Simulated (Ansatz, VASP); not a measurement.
**One calculation of SnO2, two programs**

```xyz
6
Lattice="3.0985 0.0000 0.0000 -1.5492 2.6834 0.0000 0.0000 0.0000 9.8606" Properties=species:S:1:pos:R:3 pbc="T T T"
Sn   -0.4025    0.0000    4.9303
Sn    0.4025    0.0000    0.0000
O     1.1410    0.8945    3.9479
O     1.9575    0.8945    0.9824
O    -0.4082    1.7889    5.9127
O     0.4082    1.7889    8.8781
```

Change from the starting cell: mode 1 frozen in at -0.419 Å, equal normal strain along x, y and z -0.0250.

Alike in both runs: task single point; functional PBEsol; dispersion D3(BJ); k mesh 12 × 12 × 4; occupations gaussian, width 0.05 eV; no spin polarisation.

|  | VASP | Ansatz |
| --- | --- | --- |
| version | VASP 6.6.1 | Ansatz 0.2.0 |
| potentials or method | VASP PAW PBE potentials, release 64 (Sn_d, O), cutoff 520 eV | scalar-relativistic, plane waves, PAW |
| valence electrons in the cell | 52 | 52 |

Ansatz gave:

| Quantity | Value |
| --- | --- |
| gap on the k mesh at the Fermi level (eV) | 2.76 |
| least direct gap on the mesh (eV) | 3.24 |
| pressure (GPa) | 13.4 |
| traceless stress, the component that is largest in VASP (GPa) | -6.28 |
| rms of the force components (eV/Å) | 0.495 |

Problem. Which values does VASP return?

Solution. gap on the k mesh at the Fermi level (eV): 2.75; least direct gap on the mesh (eV): 3.23; pressure (GPa): 14.3; traceless stress, the component that is largest in VASP (GPa): -6.82; rms of the force components (eV/Å): 0.533.

VASP's potentials were made for PBE, not for PBEsol, and Ansatz warns of the same on its side. Atom by atom the forces differ by 0.038 eV/Å (rms over components).
